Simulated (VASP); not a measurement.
Crystal: CuF.

```
Cu F
1.0
     3.50866    0.00000    0.00000
    -1.75433    3.03859    0.00000
     0.00000    0.00000    5.08252
Cu F
2 2
Direct
  0.33333 0.66667 0.25000
  0.66667 0.33333 0.75000
  0.66667 0.33333 0.25000
  0.33333 0.66667 0.75000
```

Base run:

```yaml
Program: VASP 6.6.1
Functional: PBE
Potentials_or_basis: VASP PAW PBE potentials, release 64 (Cu, F)
Cutoff: 520 eV
k_mesh: 6 × 6 × 4
Occupations: fermi-dirac, width 0.02 eV
Spin: no spin polarisation
```

Its results: band gap on the k mesh zero (band 18 reaches 3.33 eV, above the bottom of band 19 at 3.29 eV); pressure 4.8 GPa.

Problem. The run is repeated on the same cell with these changes: potentials or basis from VASP PAW PBE potentials, release 64 (Cu, F) to VASP PAW PBE potentials, release 64 (Cu_sv_GW, F); cutoff from 520 eV to 700 eV; further incar settings from ALGO = Normal; EDIFF = 1e-06; NBANDS = 26 to ALGO = Normal; EDIFF = 1e-06; NBANDS = 34; valence electrons from 36 to 52. What comes out?

Solution. Band gap on the k mesh zero (band 26 reaches 3.31 eV, above the bottom of band 27 at 3.28 eV); pressure 2.1 GPa.

Caveats: semilocal functionals often make such compounds metallic where correlation or magnetic order opens a gap, which also shifts bond lengths.
